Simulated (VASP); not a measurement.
Set up this calculation in VASP 6.6.1, as the native input.

```
Task                   : single point
Functional             : PBEsol
Potentials or basis    : VASP PAW PBE potentials, release 64 (Al, In_d, As)
Cutoff                 : 500 eV
k mesh                 : 1 × 1 × 1, shifted
Occupations            : fermi-dirac, width 0.05 eV
Spin                   : no spin polarisation
Dipole correction      : no
Mended                 : yes
Further INCAR settings : LREAL = Auto; ALGO = Normal; EDIFF = 1e-06; NBANDS = 116; ISYM = -1
```

The structure of Al5In3As8 lies in POSCAR:

```
Al5In3As8
1.0
   11.4128150000      0.0000000000      0.0000000000
    0.0000000000     11.4128150000      0.0000000000
    0.0000000000      0.0000000000      5.8228650000
Al In As
10 6 16
Direct
    0.0052310000      0.0018580000      0.9996820000
    0.0031810000      0.5017810000      0.0021030000
    0.4982560000      0.4986100000      0.9929260000
    0.2494390000      0.2508830000      0.0074200000
    0.7533950000      0.7482840000      0.0045610000
    0.2562420000      0.0035720000      0.4946150000
    0.7522280000      0.5026330000      0.5040200000
    0.0060370000      0.2534990000      0.4999720000
    0.4967810000      0.2450660000      0.5020540000
    0.5009550000      0.7533070000      0.5006470000
    0.5019930000      0.9956240000      0.9937030000
    0.2476840000      0.7448820000      0.0050040000
    0.7531700000      0.2501080000      0.0077560000
    0.2564900000      0.5034780000      0.4829100000
    0.7465370000      0.0065290000      0.4919020000
    0.9949890000      0.7492710000      0.4988460000
    0.1252560000      0.1275590000      0.2387740000
    0.1240140000      0.6192810000      0.2526580000
    0.6209790000      0.1297320000      0.2546010000
    0.6167160000      0.6262200000      0.2414770000
    0.3774310000      0.3743840000      0.2504850000
    0.3730910000      0.8821690000      0.2560130000
    0.8823890000      0.3710490000      0.2502530000
    0.8746380000      0.8705150000      0.2563980000
    0.3786380000      0.1249150000      0.7511530000
    0.3712490000      0.6256830000      0.7508140000
    0.8798810000      0.1232830000      0.7483260000
    0.8745230000      0.6256210000      0.7600610000
    0.1260410000      0.3753330000      0.7435240000
    0.1219170000      0.8739230000      0.7523560000
    0.6301120000      0.3768720000      0.7499040000
    0.6246630000      0.8723470000      0.7524400000
```

The input as run:

INCAR

```
ALGO = Normal
EDIFF = 1E-6
ENCUT = 500
GGA = PS
GGA_COMPAT = F
ISIF = 2
ISMEAR = -1
ISYM = -1
LASPH = T
LCHARG = T
LELF = T
LREAL = Auto
LVHAR = T
LWAVE = F
NBANDS = 116
NELM = 120
PREC = Accurate
SIGMA = 0.05
```

KPOINTS

```
explicit points
1
Reciprocal
  0.25000000   0.25000000   0.25000000 1
```

Potentials or basis: VASP PAW PBE potentials, release 64 (Al, In_d, As).

The run is started by

```console
$ cat potpaw_PBE.64/Al/POTCAR potpaw_PBE.64/In_d/POTCAR potpaw_PBE.64/As/POTCAR > POTCAR
$ mpirun -np 1 vasp_std > vasp.out
```

Results of the run:

- Pressure: 4.1 GPa
- Largest force: 2.490 eV/Å
- Band gap on the k mesh: 2.33 eV

Caveat: the cell stands under pressure; the PAW data sets were made with another functional, which shifts forces and pressure a little; spin-orbit coupling is left out, which moves the levels of the heavy elements; a shifted mesh leaves out Γ, where band edges can lie.

It took 2.8 min on 1 thread of Intel(R) Xeon(R) Platinum 8259CL CPU @ 2.50GHz (Skylake/Cascade Lake), with other jobs on the host, peak memory 0.62 GiB.
